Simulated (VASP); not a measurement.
Set up this calculation in VASP 6.6.1, as the native input.

| Quantity | Value |
| --- | --- |
| Task | single point |
| Functional | PBE |
| Dispersion | D3(BJ) |
| Potentials or basis | VASP PAW PBE potentials, release 64 (Mo_sv, S) |
| Cutoff | 520 eV |
| k mesh | 12 × 12 × 4 |
| Occupations | gaussian, width 0.05 eV |
| Spin | no spin polarisation |
| Dipole correction | no |
| Further INCAR settings | ALGO = Normal; EDIFF = 1e-06; NBANDS = 20 |

The structure of MoS2 lies in POSCAR:

```
MoS2
1.0
    3.1497239970      0.0000000000      0.0393715500
   -1.5748619985      2.7277409963     -0.0196857750
    0.0830942833      0.0000000000      6.6475426602
Mo S
1 2
Direct
    0.0000000000      0.0000000000      0.0000000000
    0.3333333333      0.6666666667      0.2356692374
    0.3333333333      0.6666666667      0.7643307626
```

This cell differs from its parent crystal: strain +0.0250 x Voigt [0, 0, 0, 0, 1, 0].

The input as run:

INCAR

```
ALGO = Normal
EDIFF = 1E-6
ENCUT = 520
GGA = PE
ISIF = 2
ISMEAR = 0
IVDW = 12
LASPH = True
LCHARG = False
LREAL = False
LWAVE = False
NBANDS = 20
NELM = 60
PREC = Accurate
SIGMA = 0.05
```

KPOINTS

```
k-points
0
Gamma
  12 12 4
```

Potentials or basis: VASP PAW PBE potentials, release 64 (Mo_sv, S).

The run is started by

```bash
$ cat potpaw_PBE.64/Mo_sv/POTCAR potpaw_PBE.64/S/POTCAR > POTCAR
$ mpirun -np 1 vasp_std > vasp.out
```

Results of the run:

The pressure is 0.0 GPa, the largest force is 0.371 eV/Å and the band gap on the k mesh is 1.21 eV (least direct gap 1.76 eV). The dispersion energy per atom is -0.398 eV.

Caveat: the cell differs from its parent crystal (strain +0.0250 x Voigt [0, 0, 0, 0, 1, 0]).

It took 99 s on 1 thread of Intel(R) Xeon(R) Platinum 8375C CPU @ 2.90GHz (Ice Lake) (shared host), peak memory 0.31 GiB.
